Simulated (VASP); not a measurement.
# AlN in VASP: further runs

Runs on AlN. Level: r2SCAN. Tasks: single point.

Everything below comes from runs of VASP 6.6.1. Logs are shortened: lines on timing, memory, paths and dates and some standing lists are left out, and cuts for length are marked.

## (1) The cell of the first run

The typed cell holds 8 atoms: a = 3.111 Å, b = 3.111 Å, c = 10.117 Å, α = 81.16°, β = 81.16°, γ = 60.00°.

## (2) Single point, r2SCAN

The input, POSCAR:

```
AlN
1.0
   -3.1110021516      0.0000000000      0.0000000000
   -1.5555010758     -2.6942068945      0.0000000000
   -1.5553455257     -0.8979791579      9.9560000000
Al N
4 4
Direct
    0.0321134583      0.0321134583      0.9037500000
    0.1987634583      0.1987634583      0.4037500000
    0.6154217917      0.6154217917      0.1537500000
    0.4487717917      0.4487717917      0.6537500000
    0.3012532083      0.3012532083      0.0962500000
    0.1346032083      0.1346032083      0.5962500000
    0.5512615417      0.5512615417      0.3462500000
    0.3846115417      0.3846115417      0.8462500000
```

The input, INCAR.step1:

```
SYSTEM = AlN
PREC = Accurate
ENCUT = 520
ISMEAR = 0
SIGMA = 0.05
LREAL = .FALSE.
LASPH = .TRUE.
NELM = 60
NBANDS = 26
GGA = PE
ALGO = Normal
EDIFF = 1E-4
LWAVE = .TRUE.
LCHARG = .FALSE.
```

The input, INCAR.step2:

```
SYSTEM = AlN
PREC = Accurate
ENCUT = 520
EDIFF = 1E-6
ISMEAR = 0
SIGMA = 0.05
LREAL = .FALSE.
LASPH = .TRUE.
NELM = 60
ALGO = Normal
ISIF = 2
LWAVE = .FALSE.
LCHARG = .FALSE.
METAGGA = R2SCAN
LMIXTAU = .TRUE.
NBANDS = 26
ISTART = 1
```

The input, KPOINTS:

```
Automatic mesh
0
G
  8 8 3
  0 0 0
```

Potentials or basis: VASP PAW PBE potentials, release 64 (Al, N).

Run with:

```sh
> cat potpaw_PBE.64/Al/POTCAR potpaw_PBE.64/N/POTCAR > POTCAR
> cp INCAR.step1 INCAR
> mpirun -np 1 vasp_std > vasp.out
> cp INCAR.step2 INCAR
> mpirun -np 1 vasp_std > vasp.out
```

OUTCAR:

```text
SYSTEM = AlN
   PREC = Accurate
   ENCUT = 520
   EDIFF = 1E-6
   ISMEAR = 0
   LREAL = .FALSE.
   LASPH = .TRUE.
   NELM = 60
   ISIF = 2
   METAGGA = R2SCAN
   ISTART = 1

 ion  position               nearest neighbor table
   1  0.032  0.032  0.904-   8 1.89   8 1.89   8 1.89   3 3.07   3 3.07   4 3.07   4 3.07   4 3.07
                             3 3.07
   2  0.199  0.199  0.404-   7 1.89   7 1.89   7 1.89   6 1.92   3 3.07   4 3.07   4 3.07   3 3.07
                             4 3.07   3 3.07
   3  0.615  0.615  0.154-   5 1.89   5 1.89   5 1.89   7 1.92   1 3.07   1 3.07   2 3.07   2 3.07
                             2 3.07   1 3.07
   4  0.449  0.449  0.654-   6 1.89   6 1.89   6 1.89   8 1.92   1 3.07   2 3.07   2 3.07   1 3.07
                             2 3.07   1 3.07
   5  0.301  0.301  0.096-   3 1.89   3 1.89   3 1.89
   6  0.135  0.135  0.596-   4 1.89   4 1.89   4 1.89   2 1.92
   7  0.551  0.551  0.346-   2 1.89   2 1.89   2 1.89   3 1.92
   8  0.385  0.385  0.846-   1 1.89   1 1.89   1 1.89   4 1.92

  LATTYP: Found a base centered monoclinic cell.
 ALAT       =     5.3884137890
 B/A-ratio  =     0.5773502692
 C/A-ratio  =     1.8774893114
 COS(beta)  =    -0.1775243129

  Lattice vectors:

 A1 = (   3.1110021516,   0.0000000000,   0.0000000000)
 A2 = (   1.5555010758,   2.6942068945,   0.0000000000)
 A3 = (  -1.5553455257,  -0.8979791579,   9.9560000000)

Analysis of symmetry for initial positions (statically):
=====================================================================
 Subroutine PRICEL returns:
 Original cell was already a primitive cell.

 Routine SETGRP: Setting up the symmetry group for a
 base centered monoclinic supercell.

 Subroutine GETGRP returns: Found  2 space group operations
 (whereof  2 operations were pure point group operations)
 out of a pool of  4 trial point group operations.

The static configuration has the point symmetry C_1h.

Analysis of symmetry for dynamics (positions and initial velocities):
=====================================================================
 Subroutine PRICEL returns:
 Original cell was already a primitive cell.

 Routine SETGRP: Setting up the symmetry group for a
 base centered monoclinic supercell.

 Subroutine GETGRP returns: Found  2 space group operations
 (whereof  2 operations were pure point group operations)
 out of a pool of  4 trial point group operations.

The dynamic configuration has the point symmetry C_1h.

 Subroutine INISYM returns: Found  2 space group operations
 (whereof  2 operations are pure point group operations),
 and found     1 'primitive' translations

----------------------------------------------------------------------------------------

                                     Primitive cell

  volume of cell :      83.4480

  direct lattice vectors                    reciprocal lattice vectors
    -3.111002152  0.000000000  0.000000000    -0.321439829  0.185583372 -0.033477300
    -1.555501076 -2.694206895  0.000000000     0.000000000 -0.371166744 -0.033477300
    -1.555345526 -0.897979158  9.956000000     0.000000000  0.000000000  0.100441945

  length of vectors
     3.111002152  3.111002152 10.116689294     0.372673424  0.372673424  0.100441945

  position of ions in fractional coordinates (direct lattice)
     0.032113458  0.032113458  0.903750000
     0.198763458  0.198763458  0.403750000
     0.615421792  0.615421792  0.153750000
     0.448771792  0.448771792  0.653750000
     0.301253208  0.301253208  0.096250000
     0.134603208  0.134603208  0.596250000
     0.551261542  0.551261542  0.346250000
     0.384611542  0.384611542  0.846250000

  ion indices of the primitive-cell ions
   primitive index   ion index
                 1           1
                 2           2
                 3           3
                 4           4
                 5           5
                 6           6
                 7           7
                 8           8
[... 24 lines left out ...]
|           W    W    AA    RRRRR   N    N  II  N    N   GGGG   !!!           |
|           W    W   A  A   R    R  NN   N  II  NN   N  G    G  !!!           |
|           W    W  A    A  R    R  N N  N  II  N N  N  G       !!!           |
|           W WW W  AAAAAA  RRRRR   N  N N  II  N  N N  G  GGG   !            |
|           WW  WW  A    A  R   R   N   NN  II  N   NN  G    G                |
|           W    W  A    A  R    R  N    N  II  N    N   GGGG   !!!           |
|                                                                             |
|     Your reciprocal lattice and k-lattice belong to different lattice       |
|     classes:                                                                |
|                                                                             |
|        The reciprocal lattice is rhombohedral (trigonal),                   |
|        whereas your k-lattice is base-centered monoclinic.                  |
|                                                                             |
|     Results are often still useful ...                                      |
|                                                                             |
 -----------------------------------------------------------------------------

 WARNING: IBZKPT: internal override: KBLOWUP is changed to .FALSE.
      ... skipping the blow-up phase ...

 Subroutine IBZKPT returns following result:
 ===========================================

 Found     57 irreducible k-points:

 Following reciprocal coordinates:
            Coordinates               Weight
  0.000000  0.000000  0.000000      1.000000
  0.125000  0.000000  0.000000      4.000000
  0.250000  0.000000  0.000000      4.000000
  0.375000  0.000000  0.000000      4.000000
  0.500000  0.000000  0.000000      2.000000
  0.125000  0.125000 -0.000000      2.000000
[... 16 lines left out ...]
  0.125000  0.000000  0.333333      4.000000
  0.250000  0.000000  0.333333      4.000000
 [... further k-points ...]
   k-points           NKPTS =     57   k-points in BZ     NKDIM =     57   number of bands    NBANDS=     26
   number of dos      NEDOS =    301   number of ions     NIONS =      8
   total plane-waves  NPLWV =  46080
   dimension x,y,z NGX =    24 NGY =   24 NGZ =   80
   dimension x,y,z NGXF=    48 NGYF=   48 NGZF=  160
   ions per type =               4   4
   NGX,Y,Z   is equivalent  to a cutoff of  12.83, 12.83, 13.15 a.u.
   NGXF,Y,Z  is equivalent  to a cutoff of  25.65, 25.65, 26.29 a.u.
 SYSTEM =  AlN
   PREC   = accura    normal or accurate (medium, high low for compatibility)
   ISTART =      1    job   : 0-new  1-cont  2-samecut
   ICHARG =      0    charge: 1-file 2-atom 10-const
   ISPIN  =      1    spin polarized calculation?
   LNONCOLLINEAR =      F non collinear calculations
   LSORBIT =      F    spin-orbit coupling
   LASPH  =      T    aspherical Exc in radial PAW
   ENCUT  =  520.0 eV  38.22 Ry    6.18 a.u.   5.78  5.78 18.81*2*pi/ulx,y,z
   NELM   =     60;   NELMIN=  2; NELMDL=  0     # of ELM steps
   EDIFF  = 0.1E-05   stopping-criterion for ELM
   LREAL  =      F    real-space projection
   EDIFFG = 0.1E-04   stopping-criterion for IOM
   NSW    =      0    number of steps for IOM
   IBRION =     -1    ionic relax: 0-MD 1-quasi-New 2-CG
   NFREE  =      0    steps in history (QN), initial steepest desc. (CG)
   ISIF   =      2    stress and relaxation
   ISYM   =      2    0-nonsym 1-usesym 2-fastsym
   POTIM  = 0.5000    time-step for ionic-motion
   TEBEG  =    0.0;   TEEND  =   0.0 temperature during run
   PSTRESS=    0.0 pullay stress
   NELECT =      32.0000    total number of electrons
   NUPDOWN=      -1.0000    fix difference up-down
   EMIN   =  10.00;   EMAX   =-10.00  energy-range for DOS
   EFERMI =   0.00;   METHOD = LEGACY
   ISMEAR =     0;   SIGMA  =   0.05  broadening in eV -4-tet -1-fermi 0-gaus
   EFERMI_NEDOS =   21; number of points for ismear=-14 and -15
   IALGO  =     38    algorithm
   IMIX   =      4    mixing-type and parameters
     AMIX     =   0.40;   BMIX     =  1.00
     AMIX_MAG =   1.60;   BMIX_MAG =  1.00
  volume/ion in A,a.u.               =      10.43        70.39
  Fermi-wavevector in a.u.,A,eV,Ry     =   1.189377  2.247596 19.247033  1.414617
  Thomas-Fermi vector in A             =   2.325485
   LORBIT       =      0    0 simple, 1 ext, 2 COOP (PROOUT), +10 PAW based schemes
   METAGGA = R2SCAN    functional components
   LHFCALC =     F    Hartree Fock is set to
   AEXX    =    0.0000 exact exchange contribution
   IVDW    =     0    specifies the selected vdW correction
   LEPSILON=     F    determine dielectric tensor
   LRPA    =     F    only Hartree local field effects (RPA)
 non-spin polarized calculation
 Gauss-broadening in eV      SIGMA  =   0.05
  energy-cutoff  :      520.00
  volume of cell :       83.45
 maximum number of plane-waves:      2272
   NGX = 11   NGY = 11   NGZ = 37

 number of electron      32.0000001 magnetization

 Free energy of the ion-electron system (eV)
  ---------------------------------------------------
  ext. energy  EPLUGINS =         0.00000000
  ---------------------------------------------------
  free energy    TOTEN  =       -74.72726538 eV

  energy without entropy =      -74.72726538  energy(sigma->0) =      -74.72726538

 E-fermi :   6.9083     XC(G=0): -11.4533

 val. band max:        6.6823772676   @ k =   0.1250   0.0000   0.0000
 cond. band min:       9.8640849817   @ k =   0.0000   0.0000   0.0000
 fundamental gap:      3.1817077141
 Fermi energy:         6.9083442818

 k-point     1 :       0.0000    0.0000    0.0000
  band No.  band energies     occupation
      1      -9.9992      2.00000
      2      -9.0800      2.00000
      3      -8.9845      2.00000
      4      -7.7310      2.00000
      5      -0.0202      2.00000
      6       2.6188      2.00000
[... 685 lines left out ...]
     25      17.9171      0.00000
     26      18.4846      0.00000

 [... further k-points ...]
[... 5 lines left out ...]
  --------------------------------------------------------------------------------------
  -------------------------------------------------------------------------------------
  Total       -3.5679860     -3.5675377      4.9251448     -0.0003882      0.0007365      0.0012757
  in kB      -68.5042599    -68.4956540     94.5613019     -0.0074529      0.0141409      0.0244927
  external PRESSURE =     -14.1462040 kB  Pullay stress =       0.0000000 kB

 VOLUME and BASIS-vectors are now :
 -----------------------------------------------------------------------------
  energy-cutoff  :      520.00
  volume of cell :       83.45
      direct lattice vectors                 reciprocal lattice vectors
    -3.111002152  0.000000000  0.000000000    -0.321439829  0.185583372 -0.033477300
    -1.555501076 -2.694206895  0.000000000     0.000000000 -0.371166744 -0.033477300
    -1.555345526 -0.897979158  9.956000000     0.000000000  0.000000000  0.100441945

 POSITION                                       TOTAL-FORCE (eV/Angst)
 -----------------------------------------------------------------------------------
     -1.55550     -0.89807      8.99774        -0.000633     -0.000365     -0.013773
     -1.55550     -0.89807      4.01974        -0.000093     -0.000054     -0.033297
     -3.11100     -1.79614      1.53074         0.000037      0.000021      1.160593
     -3.11100     -1.79614      6.50874         0.000147      0.000085     -0.173109
     -1.55550     -0.89807      0.95826         0.000767      0.000443      0.859557
     -1.55550     -0.89807      5.93626         0.000209      0.000120     -0.068693
     -3.11100     -1.79614      3.44726        -0.000005     -0.000003     -0.003928
     -3.11100     -1.79614      8.42526        -0.000428     -0.000247     -1.727351
 -----------------------------------------------------------------------------------
    total drift:                               -0.001889     -0.001091     -0.010485

  FREE ENERGIE OF THE ION-ELECTRON SYSTEM (eV)
  ---------------------------------------------------
  free  energy   TOTEN  =       -74.7272653799 eV

  energy  without entropy=      -74.7272653799  energy(sigma->0) =      -74.72726538
```

Wall time 5.2 min (1 thread of Intel Xeon Platinum 8488C (Sapphire Rapids), shared host); peak memory 0.26 GiB.

Results:

| Item | Value |
| --- | --- |
| Free energy | -74.7273 eV |
| Pressure | -1.4 GPa |
| Largest force | 1.727 eV/Å |
| Band gap on the k mesh | 3.18 eV, indirect (least direct gap 3.21 eV) |

Forces in eV/Å, atoms in the order of the input:
```
Al  -0.001  0.000 -0.014
Al   0.000  0.000 -0.033
Al   0.000  0.000  1.161
Al   0.000  0.000 -0.173
N    0.001  0.000  0.860
N    0.000  0.000 -0.069
N    0.000  0.000 -0.004
N    0.000  0.000 -1.727
```

Caveat: the PAW data sets were made with another functional, which shifts forces and pressure a little. A k mesh can miss the band edges.

## (3) Single point, r2SCAN

This run uses another cell than the first one, of the same volume but with other edges.

The input, POSCAR:

```
AlN
1.0
   -3.1110021516      0.0000000000      0.0000000000
   -1.5555010758     -2.6942068945      0.0000000000
   -3.1111577017     -1.7962277366      9.9560000000
Al N
4 4
Direct
   -0.2691967917     -0.2691967917      0.9037500000
    0.0641532083      0.0641532083      0.4037500000
    0.5641615417      0.5641615417      0.1537500000
    0.2308115417      0.2308115417      0.6537500000
    0.2691634583      0.2691634583      0.0962500000
   -0.0641865417     -0.0641865417      0.5962500000
    0.4358217917      0.4358217917      0.3462500000
    0.1024717917      0.1024717917      0.8462500000
```

The input, INCAR.step1:

```
SYSTEM = AlN
PREC     = Accurate       ! precision mode
ENCUT    = 520            ! plane-wave cutoff, eV
ISMEAR   = 0              ! smearing method
SIGMA    = 0.05           ! smearing width, eV
LREAL    = .FALSE.        ! projectors in reciprocal space
LASPH    = .TRUE.         ! aspherical terms in the spheres
NELM     = 80             ! most SCF steps
NBANDS   = 26             ! bands
GGA      = PE             ! functional
ALGO     = Normal         ! electronic algorithm
EDIFF    = 1E-4           ! SCF threshold, eV
LWAVE    = .TRUE.         ! write WAVECAR
LCHARG   = .FALSE.        ! write CHGCAR
```

The input, INCAR.step2:

```
SYSTEM = AlN
PREC     = Accurate       ! precision mode
ENCUT    = 520            ! plane-wave cutoff, eV
EDIFF    = 1E-6           ! SCF threshold, eV
ISMEAR   = 0              ! smearing method
SIGMA    = 0.05           ! smearing width, eV
LREAL    = .FALSE.        ! projectors in reciprocal space
LASPH    = .TRUE.         ! aspherical terms in the spheres
NELM     = 80             ! most SCF steps
ALGO     = Normal         ! electronic algorithm
ISIF     = 2              ! what is computed and relaxed
LWAVE    = .FALSE.        ! write WAVECAR
LCHARG   = .FALSE.        ! write CHGCAR
METAGGA  = R2SCAN         ! meta-GGA
LMIXTAU  = .TRUE.       
NBANDS   = 26             ! bands
ISTART   = 1
```

KPOINTS is that of step 2.

Potentials or basis: VASP PAW PBE potentials, release 64 (Al, N).

Run with:

```sh
> cat potpaw_PBE.64/Al/POTCAR potpaw_PBE.64/N/POTCAR > POTCAR
> cp INCAR.step1 INCAR
> mpirun -np 1 vasp_std > vasp.out
> cp INCAR.step2 INCAR
> mpirun -np 1 vasp_std > vasp.out
```

Run time: 4.9 min. Hardware: 1 thread of Intel Xeon Platinum 8488C (Sapphire Rapids), shared host; peak memory 0.26 GiB.

It converged, with:

```
Free energy            : -75.1898 eV
Pressure               : -2.3 GPa
Largest force          : 2.409 eV/Å
Band gap on the k mesh : 3.43 eV, indirect (least direct gap 3.94 eV)
```

Forces on the atoms (eV/Å):
```
Al   0.001  0.000 -1.162
Al  -0.001  0.000  0.183
Al   0.000  0.000  2.409
Al   0.000  0.000  0.221
N    0.000  0.000 -0.830
N    0.000  0.000 -0.244
N    0.000  0.000 -0.203
N    0.000  0.000 -0.374
```

Stress tensor (GPa, compression positive):
```
-6.51  0.00  0.00
 0.00 -6.51  0.00
 0.00  0.00  6.14
```

Levels at points of the mesh, in eV from the valence-band top:
```tsv
k point	band 12	band 13	band 14	band 15	band 16	band 17	band 18	band 19	band 20	band 21
(0.00, 0.00, 0.00)	-0.87	-0.87	-0.56	-0.56	0.00	3.94	6.17	7.02	7.24	10.28
(0.50, 0.00, 0.00)	-1.87	-1.87	-1.80	-1.05	-0.94	3.51	5.89	6.18	7.24	8.04
(0.50, 0.50, 0.00)	-1.87	-1.87	-1.80	-1.05	-0.94	3.51	5.89	6.18	7.24	8.04
```

Caveat: the PAW data sets were made with another functional, which shifts forces and pressure a little. r2SCAN opens gaps a little over a GGA but as a rule still falls short of measured ones.
